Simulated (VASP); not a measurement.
Set up this calculation in VASP 6.6.1, as the native input.

- Task: single point
- Functional: PBE
- Potentials or basis: VASP PAW PBE potentials, release 64 (In_d, O)
- Cutoff: 520 eV
- k mesh: 10 × 10 × 1
- Occupations: gaussian, width 0.1 eV
- Spin: collinear spin, ferromagnetic start
- Starting moments: [0.0, 0.94, 0.94, 1.58, 1.54] μB
- Dipole correction: yes
- Further INCAR settings: ALGO = Normal; EDIFF = 1e-06; NBANDS = 30

The structure of InO4 lies in POSCAR:

```
InO4
1.0
    4.2499258978      0.0000000000      0.0000000000
    0.0000000000      4.2499258978      0.0000000000
    0.0000000000      0.0000000000     33.2718260400
In O
1 4
Direct
    0.0000000000      0.0000000000      0.2860464558
    0.0000000000      0.5000000000      0.2859238573
    0.5000000000      0.0000000000      0.2859238573
    0.0000000000      0.0000000000      0.3520863298
    0.0000000000      0.0000000000      0.2200216774
```

These files were run (other wordings do the same):

INCAR

```
PREC = Accurate
ENCUT = 520
EDIFF = 1E-6
ISMEAR = 0
SIGMA = 0.1
LREAL = F
LASPH = T
NELM = 150
ALGO = Normal
ISIF = 2
LWAVE = F
LCHARG = F
ISPIN = 2
MAGMOM = 0 0.94 0.94 1.58 1.54
LORBIT = 11
LDIPOL = T
IDIPOL = 3
DIPOL = 0.5 0.5 0.286
GGA = PE
NBANDS = 30
```

KPOINTS

```
Automatic mesh
0
Gamma
  10 10 1
```

Potentials or basis: VASP PAW PBE potentials, release 64 (In_d, O).

The run is started by

```console
$ cat potpaw_PBE.64/In_d/POTCAR potpaw_PBE.64/O/POTCAR > POTCAR
$ mpirun -np 1 vasp_std > vasp.out
```

It gave:

```json
{
  "Largest force": "0.053 eV/Å",
  "Band gap on the k mesh": "zero (filled and empty bands overlap)",
  "Net moment": "5.00 μB per cell",
  "Site moments": "In -0.07; O +0.77, +1.26 μB",
  "Valence electrons inside the program's atomic spheres": "In 11.36; O 4.82, 4.64"
}
```

Caveat: spin-orbit coupling is left out, which moves the levels of the heavy elements.

It took 17 min on 1 thread of Intel(R) Xeon(R) 6975P-C (Granite Rapids), with other jobs on the host, peak memory 1.1 GiB.
